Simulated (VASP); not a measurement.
A run of VASP 6.6.1:

INCAR

```
PREC = Accurate
ENCUT = 520
EDIFF = 1E-7
ISMEAR = -1
SIGMA = 0.05
LREAL = F
LASPH = T
NELM = 100
ALGO = Normal
ISIF = 2
LWAVE = F
LCHARG = F
GGA = RE
IVDW = 13
NBANDS = 13
```

Contents of KPOINTS:

```
regular mesh
0
Gamma
  11 11 10
```

The input POSCAR:

```
Ge
1.0
    1.4057082507     -2.4417391600      0.0000000000
    1.4057082507      2.4417391600      0.0000000000
    0.0000000000      0.0000000000      2.6687890367
Ge
1
Direct
    0.5000000000      0.5000000000      0.0000000000
```

Potentials or basis: VASP PAW PBE potentials, release 64 (Ge_d).

Command:

```sh
$ cat potpaw_PBE.64/Ge_d/POTCAR > POTCAR
$ mpirun -np 1 vasp_std > vasp.out
```

Hardware: 1 thread of Intel(R) Xeon(R) 6975P-C (Granite Rapids) (shared host).

Q: How long does it take, and how much memory?

A: It took 14 s on 1 thread of Intel(R) Xeon(R) 6975P-C (Granite Rapids), on a shared host, peak memory 0.15 GiB. Counts: scf iterations 12, k points 216.
